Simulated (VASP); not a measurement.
**CdS: single point with HSE06**

CdS:

```xyz
2
Lattice="0.0000 2.9165 2.9165 2.9165 0.0000 2.9165 2.9165 2.9165 0.0000" Properties=species:S:1:pos:R:3 pbc="T T T"
Cd    0.0000    0.0000    0.0000
S     4.3748    4.3748    4.3748
```

```json
{
 "Program": "VASP 6.6.1",
 "Task": "single point",
 "Functional": "HSE06",
 "Potentials or basis": "VASP PAW PBE potentials, release 64 (Cd, S)",
 "Cutoff": "520 eV",
 "k mesh": "4 × 4 × 4",
 "Occupations": "fermi-dirac, width 0.05 eV",
 "Spin": "non-collinear spin, zero start, spin-orbit coupling",
 "Starting moments": "[[0.0, 0.0, 0.0], [0.0, 0.0, 0.0]] μB"
}
```

```
Pressure                                              : 2.1 GPa
Net moment                                            : 0.00 μB per cell
Valence electrons inside the program's atomic spheres : Cd 10.33; S 3.75
```

Moments on the atoms (μB; x, y, z):
```
Cd  0.00 0.00 0.00
S   0.00 0.00 0.00
```

Wall time 17 min on 1 × NVIDIA H100 80GB with 1 thread of Intel(R) Xeon(R) Platinum 8481C CPU @ 2.70GHz (Sapphire Rapids), with other jobs on the host, peak memory 1.2 GiB.

Caveat: the k points lie up to 0.47 Å⁻¹ apart; the PAW data sets were made with another functional, which shifts forces and pressure a little.
